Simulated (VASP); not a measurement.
IrRu2, 3 atoms in the cell. The structure is trigonal, space group P-3m1 (No. 164). Conventional cell: a = 2.706 Å, b = 2.706 Å, c = 6.642 Å, α = 90.00°, β = 90.00°, γ = 120.00°. Ru (site symmetry 3m) has 9 Ru at 2.66 to 2.71 Å and 3 Ir at 2.74 Å within 3.5 Å. Ir (site symmetry -3m) has 6 Ir at 2.71 Å and 6 Ru at 2.74 Å within 3.6 Å. 

| Item | Value |
| --- | --- |
| Program | VASP 6.6.1 |
| Task | relaxation of cell and atoms |
| Functional | PBE |
| Potentials or basis | VASP PAW PBE potentials, release 64 (Ru_pv, Ir) |
| Cutoff | 600 eV |
| k mesh | 18 × 18 × 8 |
| Occupations | gaussian, width 0.1 eV |
| Spin | no spin polarisation |
| Dipole correction | no |
| Further INCAR settings | ALGO = Fast; EDIFF = 1e-06; IBRION = 2; EDIFFG = -0.01; NSW = 100; ISIF = 3 |

Potentials or basis: VASP PAW PBE potentials, release 64 (Ru_pv, Ir).

The run is started by

```bash
$ cat potpaw_PBE.64/Ru_pv/POTCAR potpaw_PBE.64/Ir/POTCAR > POTCAR
$ mpirun -np 1 vasp_std > vasp.out
```

Hardware: 1 thread of Oxide Virtual Turin-like Processor (shared host).

Question: Estimate the wall time of this run.

Answer: Run time: 15 min on 1 thread of Oxide Virtual Turin-like Processor, with other jobs on the host, peak memory 0.39 GiB. Counts: scf iterations 40, k points 266, ion steps 4.
